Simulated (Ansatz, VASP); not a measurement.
**One calculation of Au, two programs**

The input INCAR:

```
PREC = Accurate
ENCUT = 600
EDIFF = 1E-6
ISMEAR = 0
SIGMA = 0.1
LREAL = False
LASPH = True
NELM = 100
ALGO = Fast
ISIF = 3
LWAVE = False
LCHARG = False
GGA = PE
IBRION = 2
NSW = 100
EDIFFG = -0.01
```

Contents of KPOINTS:

```
regular mesh
0
Gamma
  12 12 12
```

POSCAR

```
Au
1.0
    0.0000000000      3.1872491393      3.1872491393
    3.1872491393      0.0000000000      3.1872491393
    3.1872491393      3.1872491393      0.0000000000
Au
3
Direct
    0.2500000000      0.2500000000      0.2500000000
    0.7500000000      0.7500000000      0.7500000000
    0.5000000000      0.5000000000      0.5000000000
```

Input for Ansatz:

```yaml
crystal:
  lattice:
    - [0.0, 3.1872491393, 3.1872491393]
    - [3.1872491393, 0.0, 3.1872491393]
    - [3.1872491393, 3.1872491393, 0.0]
  atoms:
    - { symbol: Au, position: [0.25, 0.25, 0.25] }
    - { symbol: Au, position: [0.75, 0.75, 0.75] }
    - { symbol: Au, position: [0.5, 0.5, 0.5] }
basis:
  ecutwfc: 420
kpoints:
  mp_grid: { grid: [12, 12, 12] }
hamiltonian:
  xc: pbe
scf:
  occupations: { method: gaussian, width: 0.1 }
output:
  forces: true
  stress: true
  eigenvalues: true
  write_density: true
  write_potential: true
  elf: true
  volumetric_format: npy
relax:
  adjacent_minimum: "off"
  f_tol: 0.01
  max_steps: 80
  cell: { stress_tol: 0.05 }
```

Alike in both runs: task relaxation of cell and atoms; functional PBE; k mesh 12 × 12 × 12; occupations gaussian, width 0.1 eV; no spin polarisation.

|  | VASP | Ansatz |
| --- | --- | --- |
| version | VASP 6.6.1 | Ansatz 0.2.0 |
| potentials or method | VASP PAW PBE potentials, release 64 (Au), cutoff 600 eV | scalar-relativistic, plane waves, PAW |
| valence electrons in the cell | 33 | 57 |

```csv
,VASP,Ansatz,Ansatz less VASP
"gap on the k mesh at the Fermi level, each at its own relaxed structure (eV)",none,none,-
relaxed volume (Å³/atom),21.46,21.48,+0.022
relaxed cell length with the largest relative difference (Å),4.499,4.500,+0.0015
```

A gap of «none» marks a metal or a gap that the smearing closes. VASP's potentials hold 33 valence electrons a cell and Ansatz's 57, so a difference there can come from the potentials and not from the codes.

Spin-orbit coupling is off throughout.
